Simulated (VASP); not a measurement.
Input of a VASP 6.6.1 run:

INCAR

```
PREC = Accurate
ENCUT = 500
EDIFF = 1E-6
ISMEAR = 0
SIGMA = 0.01
LREAL = F
LASPH = T
NELM = 120
ALGO = Normal
ISIF = 2
LWAVE = F
LCHARG = T
GGA = PE
LELF = T
LVHAR = T
NBANDS = 26
GGA_COMPAT = F
```

The input KPOINTS:

```
Automatic mesh
0
Gamma
  4 4 2
```

File POSCAR:

```
CdS
1.0
    4.1465700000     -0.0383400000      0.0088800000
   -2.1064900000      3.6102900000      0.0157900000
    0.0144200000      0.0379300000      6.6997500000
Cd S
2 2
Direct
    0.3356000000      0.6513100000      0.0098000000
    0.6376537088      0.3302759586      0.4968564978
    0.3943400000      0.6938500000      0.3849000000
    0.6800500000      0.3472600000      0.8919100000
```

Potentials or basis: VASP PAW PBE potentials, release 64 (Cd, S).

Run with:

```sh
$ cat potpaw_PBE.64/Cd/POTCAR potpaw_PBE.64/S/POTCAR > POTCAR
$ mpirun -np 1 vasp_std > vasp.out
```

(1) What does it give for the band gap on the k mesh?

(2) Predict the pressure.

(3) What does it give for the largest force?

Answers

(1) 1.23 eV, direct.

(2) 4.1 GPa.

(3) 1.619 eV/Å.

Caveat: the k points lie up to 0.47 Å⁻¹ apart; forces of over 1 eV/Å act on the atoms, so gaps and moduli don't describe the material at rest.
